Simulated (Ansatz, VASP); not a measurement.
**One calculation of Ti, two programs**

```
Ti
1.0
    -1.65187    1.65187    1.65187
     1.65187   -1.65187    1.65187
     1.65187    1.65187   -1.65187
Ti
1
Direct
  0.00000 0.00000 0.00000
```

Alike in both runs: task single point; functional LDA; k mesh 11 × 11 × 11; occupations fermi-dirac, width 0.05 eV; no spin polarisation.

```csv
,VASP,Ansatz
version,VASP 6.6.1,Ansatz 0.2.0
potentials or method,"VASP PAW LDA potentials, release 64 (Ti_sv)",Ansatz PAW
plane-wave cutoff (eV),520,420
valence electrons in the cell,12,12
```

|  | VASP | Ansatz | Ansatz less VASP |
| --- | --- | --- | --- |
| gap on the k mesh at the Fermi level (eV) | none | none | - |
| pressure (GPa) | -12.5 | -12.5 | +0.02 |

LDA's correlation is that of Perdew and Zunger in VASP and of Perdew and Wang (1992) in Ansatz. A gap of «none» marks a metal or a gap that the smearing closes.
